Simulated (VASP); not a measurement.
Runs of VASP 6.6.1 on Hg. The structure is that of space group P6_3/mmc (No. 194), or close to it. The cells are those of the table. 

```csv
task,cell,k mesh,cutoff (eV),gap on the mesh (eV),pressure (GPa)
single point,"a = 3.301, b = 3.301, c = 5.032 Å, angles 90.0, 90.0, 120.0°, 2 atoms",15 × 15 × 8,520,none,0.3
single point,"a = 3.265, b = 3.265, c = 4.990 Å, angles 90.0, 90.0, 120.0°, 2 atoms",15 × 15 × 8,520,none,1.4
relaxation of cell and atoms,"relaxed to 4 GPa from a = 3.183, b = 3.183, c = 4.866 Å, angles 90.0, 90.0, 120.0°, 2 atoms",15 × 15 × 8,600,none,4.0
single point,"a = 3.026, b = 3.026, c = 4.970 Å, angles 90.0, 90.0, 120.0°, 2 atoms",15 × 15 × 8,520,none,(c)
single point,"a = 2.888, b = 2.888, c = 4.984 Å, angles 90.0, 90.0, 120.0°, 2 atoms",18 × 18 × 10,520,none,26.5
single point,"a = 3.144, b = 3.144, c = 5.046 Å, angles 90.0, 90.0, 120.0°, 2 atoms",15 × 15 × 8,520,none,4.6
single point,"a = 3.343, b = 3.343, c = 5.084 Å, angles 90.0, 90.0, 120.0°, 2 atoms",15 × 15 × 8,520,none,-0.7
single point,"a = 2.797, b = 2.797, c = 4.785 Å, angles 90.0, 90.0, 120.0°, 2 atoms",18 × 18 × 10,520,none,(a)
single point,"a = 2.718, b = 2.718, c = 4.573 Å, angles 90.0, 90.0, 120.0°, 2 atoms",18 × 18 × 10,520,none,(b)
```

Alike in all rows: level PBEsol; potentials or basis VASP PAW PBE potentials, release 64 (Hg); no spin polarisation; smearing gaussian 0.1 eV.

Question: Fill in the values left out.

Answer: (a) 52.6; (b) 94.6; (c) 12.9.

Caveats: the PAW data sets were made with another functional, which shifts forces and pressure a little; spin-orbit coupling is left out, which moves the levels of the heavy elements; the cell is relaxed towards a set pressure, so the enthalpy falls and the energy may rise (some runs).

A k mesh can miss the band edges, and the runs leave out spin-orbit coupling on Hg.

A gap of «none» marks levels without a gap at the run's occupations.
